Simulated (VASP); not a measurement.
Here is a VASP 6.6.1 calculation.

INCAR

```
SYSTEM = CaSe
PREC     = Accurate       ! precision mode
ENCUT    = 600            ! plane-wave cutoff, eV
EDIFF    = 1E-7           ! SCF threshold, eV
ISMEAR   = 0              ! smearing method
SIGMA    = 0.1            ! smearing width, eV
LREAL    = .False.        ! projectors in reciprocal space
LASPH    = .True.         ! aspherical terms in the spheres
NELM     = 80             ! most SCF steps
ALGO     = Normal         ! electronic algorithm
ISIF     = 3              ! what is computed and relaxed
LWAVE    = .False.        ! write WAVECAR
LCHARG   = .False.        ! write CHGCAR
GGA      = PE             ! functional
IBRION   = 2              ! ionic algorithm
NSW      = 90             ! ionic steps
EDIFFG   = -0.04          ! ionic threshold
```

The input KPOINTS:

```
regular mesh
0
Gamma
  6 6 4
  0 0 0
```

The input POSCAR:

```
CaSe
1.0
    3.5016167000      0.0000000000      0.0000000000
    0.0000000000      3.5016167000      0.0000000000
    0.0000000000      0.0000000000      4.4090174000
Ca Se
1 1
Direct
    0.5000000000      0.5000000000      0.5233544100
    0.5000000000      0.5000000000      0.9873053800
```

Potentials or basis: VASP PAW PBE potentials, release 64 (Ca_sv, Se).

Run with:

```bash
$ cat potpaw_PBE.64/Ca_sv/POTCAR potpaw_PBE.64/Se/POTCAR > POTCAR
$ mpirun -np 1 vasp_std > vasp.out
```

Predict the band gap on the k mesh.

1.53 eV (least direct gap 1.56 eV).

Predict the relaxed cell.

a = 5.893 Å, b = 5.893 Å, c = 5.270 Å, α = 90.00°, β = 90.00°, γ = 90.00°.

What does it give for the space group after relaxing (to 0.1 Å)?

P4/mmm (No. 123).

Forces in eV/Å, atoms in the order of the input:
```
Ca   0.000  0.000 -0.006
Se   0.000  0.000  0.006
```

 A k mesh can miss the band edges.
